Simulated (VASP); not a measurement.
A run of VASP 6.6.1 is set up as follows.

File INCAR:

```
SYSTEM = W
PREC = Accurate
ENCUT = 520
EDIFF = 1E-7
ISMEAR = -1
SIGMA = 0.05
LREAL = .FALSE.
LASPH = .TRUE.
NELM = 100
ALGO = Normal
ISIF = 2
LWAVE = .FALSE.
LCHARG = .FALSE.
GGA = PE
NBANDS = 13
```

KPOINTS

```
regular mesh
0
G
  12 12 12
  0 0 0
```

Contents of POSCAR:

```
W
1.0
   -1.5478275314      1.5478275314      1.5478275314
    1.5478275314     -1.5478275314      1.5478275314
    1.5478275314      1.5478275314     -1.5478275314
W
1
Direct
    0.0000000000      0.0000000000      0.0000000000
```

Potentials or basis: VASP PAW PBE potentials, release 64 (W_sv).

Launch:

```sh
$ cat potpaw_PBE.64/W_sv/POTCAR > POTCAR
$ mpirun -np 1 vasp_std > vasp.out
```

(1) Predict the pressure.

(2) What does it give for the band gap on the k mesh?

Results:

(1) 31.0 GPa.

(2) zero (band 7 reaches 18.11 eV, above the bottom of band 8 at 11.09 eV).

Caveat: spin-orbit coupling is left out, which moves the levels of the heavy elements.
